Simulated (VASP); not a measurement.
A run of VASP 6.6.1 is set up as follows.

The input POSCAR:

```
Ru
1.0
    2.7078263400      0.0000000000      0.0000000000
   -1.3539131700      2.3450464000      0.0000000000
    0.0000000000      0.0000000000      4.2681017800
Ru
2
Direct
    0.3333333300      0.6666666700      0.2500000000
    0.6666666700      0.3333333300      0.7500000000
```

The input INCAR.step1:

```
SYSTEM = Ru
PREC = Accurate
ENCUT = 520
ISMEAR = 0
SIGMA = 0.1
LREAL = .False.
LASPH = .True.
NELM = 100
NBANDS = 21
GGA = PE
ALGO = Normal
EDIFF = 1E-4
LWAVE = .True.
LCHARG = .False.
```

The input INCAR.step2:

```
SYSTEM = Ru
PREC = Accurate
ENCUT = 520
EDIFF = 1E-7
ISMEAR = 0
SIGMA = 0.1
LREAL = .False.
LASPH = .True.
NELM = 100
ALGO = Normal
ISIF = 2
LWAVE = .False.
LCHARG = .False.
METAGGA = R2SCAN
LMIXTAU = .True.
NBANDS = 21
ISTART = 1
```

The input KPOINTS:

```
regular mesh
0
Gamma
  9 9 4
  0 0 0
```

Potentials or basis: VASP PAW PBE potentials, release 64 (Ru_pv).

The run is started by

```sh
$ cat potpaw_PBE.64/Ru_pv/POTCAR > POTCAR
$ cp INCAR.step1 INCAR
$ mpirun -np 1 vasp_std > vasp.out
$ cp INCAR.step2 INCAR
$ mpirun -np 1 vasp_std > vasp.out
```

Predict the band gap on the k mesh.

zero (band 14 reaches 14.29 eV, above the bottom of band 15 at 11.12 eV).

What does it give for the pressure?

0.2 GPa.

Stress tensor (GPa, compression positive):
```
 0.63  0.00  0.00
 0.00  0.63  0.00
 0.00  0.00 -0.59
```

Caveat: the k points lie up to 0.37 Å⁻¹ apart; the PAW data sets were made with another functional, which shifts forces and pressure a little.
